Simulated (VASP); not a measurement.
# Si3N4 (P6_3/m) in VASP: notebook

Si3N4 is run at these levels: PBE; tasks: single point.

Program: VASP 6.6.1. These are calculated values, not measurements. Logs are shortened: lines on timing, memory, paths and dates and some standing lists are left out, and cuts for length are marked.

### 1 The cell of the first run

It takes space group P6_3/m (No. 176, hexagonal). The conventional cell has a = 7.377 Å, b = 7.377 Å, c = 2.947 Å, α = 90.00°, β = 90.00°, γ = 120.00°. Si (site symmetry m) has 4 N at 1.69 to 1.72 Å within 2.3 Å. Within 2.3 Å of N (site symmetry -6) lie 3 Si at 1.69 Å. N (site symmetry m) has 3 Si at 1.70 to 1.72 Å within 2.3 Å.

### 2 Single point, PBE (epitaxial xy strain -3.0%)

INCAR reads:

```
SYSTEM = Si3N4
  PREC = Accurate
  ENCUT = 520
  EDIFF = 1E-6
  ISMEAR = -1
  SIGMA = 0.02
  LREAL = .False.
  LASPH = .True.
  NELM = 60
  ALGO = Normal
  ISIF = 2
  LWAVE = .False.
  LCHARG = .False.
  GGA = PE
  NBANDS = 45
```

KPOINTS reads:

```
Automatic mesh
0
Gamma
  6 6 8
  0 0 0
```

POSCAR reads:

```
Si3N4
1.0
    7.3774941341      0.0000000000      0.0000000000
   -3.6887470671      6.3890973364      0.0000000000
    0.0000000000      0.0000000000      2.9473861739
Si N
6 8
Direct
    0.2332979881      0.8291011809      0.7500000000
    0.4041968072      0.2332979881      0.2500000000
    0.8291011809      0.5958031928      0.2500000000
    0.1708988191      0.4041968072      0.7500000000
    0.5958031928      0.7667020119      0.7500000000
    0.7667020119      0.1708988191      0.2500000000
    0.3333333333      0.6666666667      0.7500000000
    0.6666666667      0.3333333333      0.2500000000
    0.9685505244      0.6705325283      0.7500000000
    0.2980179962      0.9685505244      0.2500000000
    0.6705325283      0.7019820038      0.2500000000
    0.3294674717      0.2980179962      0.7500000000
    0.0314494756      0.3294674717      0.2500000000
    0.7019820038      0.0314494756      0.7500000000
```

Potentials or basis: VASP PAW PBE potentials, release 64 (Si, N).

Launch:

```bash
$ cat potpaw_PBE.64/Si/POTCAR potpaw_PBE.64/N/POTCAR > POTCAR
$ mpirun -np 1 vasp_std > vasp.out
```

OUTCAR:

```text
SYSTEM = Si3N4
   PREC = Accurate
   ENCUT = 520
   EDIFF = 1E-6
   ISMEAR = -1
   LREAL = .False.
   LASPH = .True.
   NELM = 60
   ISIF = 2
   GGA = PE

 ion  position               nearest neighbor table
   1  0.233  0.829  0.750-   7 1.69   9 1.70  10 1.72  10 1.72   5 2.93   4 2.93   3 2.98   3 2.98
                             2 2.98   2 2.98
   2  0.404  0.233  0.250-   8 1.69  10 1.70  12 1.72  12 1.72   3 2.93   6 2.93   1 2.98   1 2.98
                             4 2.98   4 2.98
   3  0.829  0.596  0.250-   8 1.69  11 1.70   9 1.72   9 1.72   2 2.93   6 2.93   1 2.98   1 2.98
                             5 2.98   5 2.98
   4  0.171  0.404  0.750-   7 1.69  12 1.70  13 1.72  13 1.72   5 2.93   1 2.93   6 2.98   6 2.98
                             2 2.98   2 2.98
   5  0.596  0.767  0.750-   7 1.69  14 1.70  11 1.72  11 1.72   4 2.93   1 2.93   6 2.98   6 2.98
                             3 2.98   3 2.98
   6  0.767  0.171  0.250-   8 1.69  13 1.70  14 1.72  14 1.72   2 2.93   3 2.93   4 2.98   4 2.98
                             5 2.98   5 2.98
   7  0.333  0.667  0.750-   1 1.69   4 1.69   5 1.69
   8  0.667  0.333  0.250-   6 1.69   3 1.69   2 1.69
   9  0.969  0.671  0.750-   1 1.70   3 1.72   3 1.72
  10  0.298  0.969  0.250-   2 1.70   1 1.72   1 1.72
  11  0.671  0.702  0.250-   3 1.70   5 1.72   5 1.72
  12  0.329  0.298  0.750-   4 1.70   2 1.72   2 1.72
  13  0.031  0.329  0.250-   6 1.70   4 1.72   4 1.72
  14  0.702  0.031  0.750-   5 1.70   6 1.72   6 1.72

  LATTYP: Found a hexagonal cell.
 ALAT       =     7.3774941341
 C/A-ratio  =     0.3995104734

  Lattice vectors:

 A1 = (   7.3774941341,   0.0000000000,   0.0000000000)
 A2 = (  -3.6887470671,   6.3890973364,   0.0000000000)
 A3 = (   0.0000000000,   0.0000000000,   2.9473861739)

Analysis of symmetry for initial positions (statically):
=====================================================================
 Subroutine PRICEL returns:
 Original cell was already a primitive cell.

 Routine SETGRP: Setting up the symmetry group for a
 hexagonal supercell.

 Subroutine GETGRP returns: Found 12 space group operations
 (whereof  6 operations were pure point group operations)
 out of a pool of 24 trial point group operations.

The static configuration has the point symmetry S_6 .
 The point group associated with its full space group is C_6h.

Analysis of symmetry for dynamics (positions and initial velocities):
=====================================================================
 Subroutine PRICEL returns:
 Original cell was already a primitive cell.

 Routine SETGRP: Setting up the symmetry group for a
 hexagonal supercell.

 Subroutine GETGRP returns: Found 12 space group operations
 (whereof  6 operations were pure point group operations)
 out of a pool of 24 trial point group operations.

The dynamic configuration has the point symmetry S_6 .
 The point group associated with its full space group is C_6h.

 Subroutine INISYM returns: Found 12 space group operations
 (whereof  6 operations are pure point group operations),
 and found     1 'primitive' translations

----------------------------------------------------------------------------------------

                                     Primitive cell

  volume of cell :     138.9266

  direct lattice vectors                    reciprocal lattice vectors
     7.377494134  0.000000000  0.000000000     0.135547380  0.078258316  0.000000000
    -3.688747067  6.389097336  0.000000000     0.000000000  0.156516633  0.000000000
     0.000000000  0.000000000  2.947386174     0.000000000  0.000000000  0.339283671

  length of vectors
     7.377494134  7.377494134  2.947386174     0.156516633  0.156516633  0.339283671

  position of ions in fractional coordinates (direct lattice)
     0.233297988  0.829101181  0.750000000
     0.404196807  0.233297988  0.250000000
     0.829101181  0.595803193  0.250000000
     0.170898819  0.404196807  0.750000000
     0.595803193  0.766702012  0.750000000
     0.766702012  0.170898819  0.250000000
     0.333333333  0.666666667  0.750000000
     0.666666667  0.333333333  0.250000000
     0.968550524  0.670532528  0.750000000
     0.298017996  0.968550524  0.250000000
     0.670532528  0.701982004  0.250000000
     0.329467472  0.298017996  0.750000000
     0.031449476  0.329467472  0.250000000
     0.701982004  0.031449476  0.750000000

  ion indices of the primitive-cell ions
   primitive index   ion index
                 1           1
                 2           2
                 3           3
                 4           4
                 5           5
                 6           6
                 7           7
                 8           8
                 9           9
                10          10
                11          11
                12          12
                13          13
                14          14

----------------------------------------------------------------------------------------

 KPOINTS: Automatic mesh

Automatic generation of k-mesh.
 Grid dimensions read from file:
 generate k-points for:    6    6    8

 Generating k-lattice:

  Cartesian coordinates                     Fractional coordinates (reciprocal lattice)
     0.022591230  0.013043053  0.000000000     0.166666667  0.000000000  0.000000000
     0.000000000  0.026086105  0.000000000     0.000000000  0.166666667  0.000000000
     0.000000000  0.000000000  0.042410459     0.000000000  0.000000000  0.125000000

  Length of vectors
     0.026086105  0.026086105  0.042410459

  Shift w.r.t. Gamma in fractional coordinates (k-lattice)
     0.000000000  0.000000000  0.000000000

 Subroutine IBZKPT returns following result:
 ===========================================

 Found     40 irreducible k-points:

 Following reciprocal coordinates:
            Coordinates               Weight
  0.000000  0.000000  0.000000      1.000000
  0.166667  0.000000  0.000000      6.000000
  0.333333  0.000000  0.000000      6.000000
  0.500000  0.000000  0.000000      3.000000
  0.166667  0.166667  0.000000      6.000000
  0.333333  0.166667  0.000000      6.000000
[... 16 lines left out ...]
 -0.333333  0.500000 -0.250000     12.000000
  0.333333  0.333333  0.250000      4.000000
 [... further k-points ...]
   k-points           NKPTS =     40   k-points in BZ     NKDIM =     40   number of bands    NBANDS=     45
   number of dos      NEDOS =    301   number of ions     NIONS =     14
   total plane-waves  NPLWV =  75264
   dimension x,y,z NGX =    56 NGY =   56 NGZ =   24
   dimension x,y,z NGXF=   112 NGYF=  112 NGZF=   48
   ions per type =               6   8
   NGX,Y,Z   is equivalent  to a cutoff of  12.62, 12.62, 13.54 a.u.
   NGXF,Y,Z  is equivalent  to a cutoff of  25.24, 25.24, 27.07 a.u.
 SYSTEM =  Si3N4
   PREC   = accura    normal or accurate (medium, high low for compatibility)
   ISTART =      0    job   : 0-new  1-cont  2-samecut
   ICHARG =      2    charge: 1-file 2-atom 10-const
   ISPIN  =      1    spin polarized calculation?
   LNONCOLLINEAR =      F non collinear calculations
   LSORBIT =      F    spin-orbit coupling
   LASPH  =      T    aspherical Exc in radial PAW
   ENCUT  =  520.0 eV  38.22 Ry    6.18 a.u.  13.72 13.72  5.48*2*pi/ulx,y,z
   NELM   =     60;   NELMIN=  2; NELMDL= -5     # of ELM steps
   EDIFF  = 0.1E-05   stopping-criterion for ELM
   LREAL  =      F    real-space projection
[... 7 lines left out ...]
   TEBEG  =    0.0;   TEEND  =   0.0 temperature during run
   PSTRESS=    0.0 pullay stress
   NELECT =      64.0000    total number of electrons
   NUPDOWN=      -1.0000    fix difference up-down
   EMIN   =  10.00;   EMAX   =-10.00  energy-range for DOS
   EFERMI =   0.00;   METHOD = LEGACY
   ISMEAR =    -1;   SIGMA  =   0.02  broadening in eV -4-tet -1-fermi 0-gaus
   EFERMI_NEDOS =   21; number of points for ismear=-14 and -15
   IALGO  =     38    algorithm
   IMIX   =      4    mixing-type and parameters
     AMIX     =   0.40;   BMIX     =  1.00
     AMIX_MAG =   1.60;   BMIX_MAG =  1.00
  volume/ion in A,a.u.               =       9.92        66.97
  Fermi-wavevector in a.u.,A,eV,Ry     =   1.264367  2.389306 21.750585  1.598623
  Thomas-Fermi vector in A             =   2.397675
   LORBIT       =      0    0 simple, 1 ext, 2 COOP (PROOUT), +10 PAW based schemes
   GGA     = PE    functional components
   LHFCALC =     F    Hartree Fock is set to
   AEXX    =    0.0000 exact exchange contribution
   IVDW    =     0    specifies the selected vdW correction
   LEPSILON=     F    determine dielectric tensor
   LRPA    =     F    only Hartree local field effects (RPA)
 non-spin polarized calculation
  energy-cutoff  :      520.00
  volume of cell :      138.93
 maximum number of plane-waves:      3770
   NGX = 27   NGY = 27   NGZ = 11

 number of electron      63.9999995 magnetization

 Free energy of the ion-electron system (eV)
  ---------------------------------------------------
  ext. energy  EPLUGINS =         0.00000000
  ---------------------------------------------------
  free energy    TOTEN  =      -113.79636883 eV

  energy without entropy =     -113.79636883  energy(sigma->0) =     -113.79636883

 E-fermi :   7.7472     XC(G=0): -11.0338

 val. band max:        7.3137047464   @ k =   0.0000   0.0000   0.1250
 cond. band min:      11.1075743160   @ k =   0.0000   0.0000   0.0000
 fundamental gap:      3.7938695696
 Fermi energy:         7.7471904865

 k-point     1 :       0.0000    0.0000    0.0000
  band No.  band energies     occupation
      1     -11.2577      2.00000
      2      -9.6426      2.00000
      3      -9.6426      2.00000
      4      -8.9933      2.00000
      5      -8.8280      2.00000
      6      -8.8280      2.00000
[... 1117 lines left out ...]
     43      15.4206      0.00000
     44      15.4206      0.00000

 [... further k-points ...]

 [bands above 44 left out]

------------------------ aborting loop because EDIFF is reached ----------------------------------------

  FORCE on cell =-STRESS in cart. coord.  units (eV):
  Direction    XX          YY          ZZ          XY          YZ          ZX
  --------------------------------------------------------------------------------------
  -------------------------------------------------------------------------------------
  Total       20.4640036     20.4640036      5.3549740     -0.0000000      0.0000000      0.0000000
  in kB      236.0020454    236.0020454     61.7564797     -0.0000001      0.0000000      0.0000000
  external PRESSURE =     177.9201901 kB  Pullay stress =       0.0000000 kB

 VOLUME and BASIS-vectors are now :
 -----------------------------------------------------------------------------
  energy-cutoff  :      520.00
  volume of cell :      138.93
      direct lattice vectors                 reciprocal lattice vectors
     7.377494134  0.000000000  0.000000000     0.135547380  0.078258316  0.000000000
    -3.688747067  6.389097336  0.000000000     0.000000000  0.156516633  0.000000000
     0.000000000  0.000000000  2.947386174     0.000000000  0.000000000  0.339283671

 POSITION                                       TOTAL-FORCE (eV/Angst)
 -----------------------------------------------------------------------------------
     -1.33719      5.29721      2.21054         0.036421      0.090440     -0.000000
      2.12138      1.49056      0.73685        -0.060113      0.076761      0.000000
      3.91892      3.80664      0.73685         0.096533      0.013678      0.000000
     -0.23017      2.58245      2.21054        -0.096533     -0.013678      0.000000
      1.56736      4.89853      2.21054         0.060113     -0.076761      0.000000
      5.02594      1.09189      0.73685        -0.036421     -0.090440      0.000000
     -0.00000      4.25940      2.21054        -0.000000     -0.000000     -0.000000
      3.68875      2.12970      0.73685        -0.000000     -0.000000     -0.000000
      4.67205      4.28410      2.21054        -0.004496      0.003860      0.000000
     -1.37411      6.18816      0.73685        -0.005591     -0.001964      0.000000
      2.35742      4.48503      0.73685         0.001095      0.005824      0.000000
      1.33133      1.90407      2.21054        -0.001095     -0.005824      0.000000
     -0.98330      2.10500      0.73685         0.004496     -0.003860      0.000000
      5.06286      0.20093      2.21054         0.005591      0.001964      0.000000
 -----------------------------------------------------------------------------------
    total drift:                               -0.000000      0.000000     -0.000000

  FREE ENERGIE OF THE ION-ELECTRON SYSTEM (eV)
  ---------------------------------------------------
  free  energy   TOTEN  =      -113.7963688251 eV

  energy  without entropy=     -113.7963688251  energy(sigma->0) =     -113.79636883
```

It took 2.3 min on 1 thread of Intel Xeon 6975P-C (Granite Rapids), shared host; peak memory 0.35 GiB.

Results:

| Item | Value |
| --- | --- |
| Free energy | -113.7964 eV |
| Pressure | 17.8 GPa |
| Largest force | 0.097 eV/Å |
| Band gap on the k mesh | 3.79 eV (least direct gap 4.14 eV) |

Forces in eV/Å, atoms in the order of the input:
```
Si   0.036  0.090  0.000
Si  -0.060  0.077  0.000
Si   0.097  0.014  0.000
Si  -0.097 -0.014  0.000
Si   0.060 -0.077  0.000
Si  -0.036 -0.090  0.000
N    0.000  0.000  0.000
N    0.000  0.000  0.000
N   -0.004  0.004  0.000
N   -0.006 -0.002  0.000
N    0.001  0.006  0.000
N   -0.001 -0.006  0.000
N    0.004 -0.004  0.000
N    0.006  0.002  0.000
```

Levels at points of the mesh, in eV from the valence-band top:
```
           k point  band 29  band 30  band 31  band 32  band 33  band 34  band 35  band 36
(0.00, 0.00, 0.00)    -1.28    -0.75    -0.44    -0.34     3.79     4.64     4.64     4.74
(0.50, 0.00, 0.00)    -1.38    -0.73    -0.59    -0.51     4.34     4.41     4.43     5.15
(0.00, 0.00, 0.50)    -1.74    -1.74    -1.38    -1.38     5.08     5.08     5.08     5.08
(0.50, 0.00, 0.50)    -1.59    -1.59    -1.06    -1.06     5.31     5.31     6.10     6.10
```

Caveat: the cell differs from its parent crystal (epitaxial xy strain -3.0%); the cell stands under pressure.

### 3 Single point, PBE (epitaxial xy strain -2.0%)

INCAR reads:

```
SYSTEM = Si3N4
PREC     = Accurate       ! precision mode
ENCUT    = 520            ! plane-wave cutoff, eV
EDIFF    = 1E-6           ! SCF threshold, eV
ISMEAR   = -1             ! smearing method
SIGMA    = 0.02           ! smearing width, eV
LREAL    = .False.        ! projectors in reciprocal space
LASPH    = .True.         ! aspherical terms in the spheres
NELM     = 60             ! most SCF steps
ALGO     = Normal         ! electronic algorithm
ISIF     = 2              ! what is computed and relaxed
LWAVE    = .False.        ! write WAVECAR
LCHARG   = .True.         ! write CHGCAR
GGA      = PE             ! functional
LELF     = .True.         ! ELF
LVHAR    = .True.       
NBANDS   = 45             ! bands
```

KPOINTS is that of step 2.

POSCAR reads:

```
Si3N4
1.0
    7.4535507747      0.0000000000      0.0000000000
   -3.7267753873      6.4549643193      0.0000000000
    0.0000000000      0.0000000000      2.9319180870
Si N
6 8
Direct
    0.2322761656      0.8273894764      0.7500000000
    0.4048866892      0.2322761656      0.2500000000
    0.8273894764      0.5951133108      0.2500000000
    0.1726105236      0.4048866892      0.7500000000
    0.5951133108      0.7677238344      0.7500000000
    0.7677238344      0.1726105236      0.2500000000
    0.3333333333      0.6666666667      0.7500000000
    0.6666666667      0.3333333333      0.2500000000
    0.9686382273      0.6702192494      0.7500000000
    0.2984189779      0.9686382273      0.2500000000
    0.6702192494      0.7015810221      0.2500000000
    0.3297807506      0.2984189779      0.7500000000
    0.0313617727      0.3297807506      0.2500000000
    0.7015810221      0.0313617727      0.7500000000
```

Potentials or basis: VASP PAW PBE potentials, release 64 (Si, N).

Launch:

```bash
$ cat potpaw_PBE.64/Si/POTCAR potpaw_PBE.64/N/POTCAR > POTCAR
$ mpirun -np 1 vasp_std > vasp.out
```

OUTCAR:

```text
SYSTEM = Si3N4
   PREC = Accurate
   ENCUT = 520
   EDIFF = 1E-6
   ISMEAR = -1
   LREAL = .False.
   LASPH = .True.
   NELM = 60
   ISIF = 2
   GGA = PE

 ion  position               nearest neighbor table
   1  0.232  0.827  0.750-   7 1.70   9 1.71  10 1.73  10 1.73   4 2.95   5 2.95   2 3.00   2 3.00
                             3 3.00   3 3.00
   2  0.405  0.232  0.250-   8 1.70  10 1.71  12 1.73  12 1.73   6 2.95   3 2.95   4 3.00   4 3.00
[... 1378 lines left out ...]
  energy-cutoff  :      520.00
  volume of cell :      141.06
      direct lattice vectors                 reciprocal lattice vectors
     7.453550775  0.000000000  0.000000000     0.134164243  0.077459762  0.000000000
    -3.726775387  6.454964319  0.000000000     0.000000000  0.154919524  0.000000000
     0.000000000  0.000000000  2.931918087     0.000000000  0.000000000  0.341073649

 POSITION                                       TOTAL-FORCE (eV/Angst)
 -----------------------------------------------------------------------------------
     -1.35221      5.34077      2.19894         0.033369      0.069820      0.000000
      2.15220      1.49933      0.73298        -0.043781      0.063808      0.000000
      3.94914      3.84144      0.73298         0.077150      0.006012      0.000000
     -0.22236      2.61353      2.19894        -0.077150     -0.006012      0.000000
      1.57457      4.95563      2.19894         0.043781     -0.063808      0.000000
      5.07899      1.11419      0.73298        -0.033369     -0.069820      0.000000
     -0.00000      4.30331      2.19894        -0.000000      0.000000     -0.000000
      3.72678      2.15165      0.73298        -0.000000      0.000000     -0.000000
      4.72204      4.32624      2.19894         0.008887      0.011587      0.000000
     -1.38562      6.25253      0.73298        -0.005591      0.013490      0.000000
      2.38088      4.52868      0.73298         0.014478     -0.001903     -0.000000
      1.34590      1.92628      2.19894        -0.014478      0.001903      0.000000
     -0.99526      2.12872      0.73298        -0.008887     -0.011587     -0.000000
      5.11239      0.20244      2.19894         0.005591     -0.013490     -0.000000
 -----------------------------------------------------------------------------------
    total drift:                                0.000000     -0.000000     -0.000000

  FREE ENERGIE OF THE ION-ELECTRON SYSTEM (eV)
  ---------------------------------------------------
  free  energy   TOTEN  =      -114.1316267100 eV

  energy  without entropy=     -114.1316267100  energy(sigma->0) =     -114.13162671
```

It took 2.2 min on 1 thread of Intel Xeon 6975P-C (Granite Rapids), shared host; peak memory 0.36 GiB.

Results:

| Quantity | Value |
| --- | --- |
| Free energy | -114.1316 eV |
| Pressure | 13.6 GPa |
| Largest force | 0.077 eV/Å |
| Band gap on the k mesh | 3.99 eV (least direct gap 4.35 eV) |

Forces in eV/Å, atoms in the order of the input:
```
Si   0.033  0.070  0.000
Si  -0.044  0.064  0.000
Si   0.077  0.006  0.000
Si  -0.077 -0.006  0.000
Si   0.044 -0.064  0.000
Si  -0.033 -0.070  0.000
N    0.000  0.000  0.000
N    0.000  0.000  0.000
N    0.009  0.012  0.000
N   -0.006  0.013  0.000
N    0.014 -0.002  0.000
N   -0.014  0.002  0.000
N   -0.009 -0.012  0.000
N    0.006 -0.013  0.000
```

Caveat: the cell differs from its parent crystal (epitaxial xy strain -2.0%); the cell stands under pressure. A k mesh can miss the band edges.
